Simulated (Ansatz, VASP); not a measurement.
One calculation of LaAl4Cl3, two programs

File INCAR:

```
SYSTEM = LaAl4Cl3
  ALGO = Normal
  EDIFF = 1E-6
  EDIFFG = -0.04
  ENCUT = 600
  GGA = PE
  IBRION = 2
  ISIF = 3
  ISMEAR = 0
  LASPH = .TRUE.
  LCHARG = .FALSE.
  LREAL = .FALSE.
  LWAVE = .FALSE.
  NELM = 100
  NSW = 90
  PREC = Accurate
  SIGMA = 0.1
```

KPOINTS

```
k-points
0
G
  6 6 2
  0 0 0
```

Contents of POSCAR:

```
LaAl4Cl3
1.0
    4.8236844600      0.0000000000      0.0000000000
   -2.4118422300      4.1774332800      0.0000000000
    0.0000000000      0.0000000000     10.5651112300
La Al Cl
1 4 3
Direct
    0.0000000000      0.0000000000      0.5000000000
    0.3333333300      0.6666666700      0.0000000000
    0.6666666700      0.3333333300      0.0000000000
    0.3333333300      0.6666666700      0.5000000000
    0.6666666700      0.3333333300      0.5000000000
    0.0000000000      0.0000000000      0.0000000000
    0.0000000000      0.0000000000      0.2333299800
    0.0000000000      0.0000000000      0.7666700200
```

Input for Ansatz:

```yaml
crystal:
  lattice:
    - [4.82368446, 0.0, 0.0]
    - [-2.41184223, 4.17743328, 0.0]
    - [0.0, 0.0, 10.56511123]
  atoms:
    - { symbol: La, position: [0.0, 0.0, 0.5] }
    - { symbol: Al, position: [0.33333333, 0.66666667, 0.0] }
    - { symbol: Al, position: [0.66666667, 0.33333333, 0.0] }
    - { symbol: Al, position: [0.33333333, 0.66666667, 0.5] }
    - { symbol: Al, position: [0.66666667, 0.33333333, 0.5] }
    - { symbol: Cl, position: [0.0, 0.0, 0.0] }
    - { symbol: Cl, position: [0.0, 0.0, 0.23332998] }
    - { symbol: Cl, position: [0.0, 0.0, 0.76667002] }
basis:
  ecutwfc: 420
kpoints:
  mp_grid: { grid: [6, 6, 2] }
hamiltonian:
  xc: pbe
scf:
  occupations: { method: gaussian, width: 0.1 }
  lower_state_search: "off"
output:
  forces: true
  stress: true
  eigenvalues: true
relax:
  adjacent_minimum: "off"
  f_tol: 0.04
  max_steps: 70
  cell: { stress_tol: 0.4 }
```

Alike in both runs: task relaxation of cell and atoms; functional PBE; k mesh 6 × 6 × 2; occupations gaussian, width 0.1 eV; no spin polarisation.

|  | VASP | Ansatz |
| --- | --- | --- |
| version | VASP 6.6.1 | Ansatz 0.2.0 |
| potentials or method | VASP PAW PBE potentials, release 64 (La, Al, Cl), cutoff 600 eV | scalar-relativistic, plane waves, PAW |
| valence electrons in the cell | 44 | 44 |

|  | VASP | Ansatz | Ansatz less VASP |
| --- | --- | --- | --- |
| gap on the k mesh at the Fermi level, each at its own relaxed structure (eV) | none | none | - |
| relaxed volume (Å³/atom) | 38.85 | 38.33 | -0.517 |
| relaxed cell length with the largest relative difference (Å) | 5.337 | 5.305 | -0.0324 |

A gap of «none» marks a metal or a gap that the smearing closes.

Spin-orbit coupling is off throughout. Noted on VASP's run: the volume moved by over 15 % at a fixed basis, so the end points are rough.
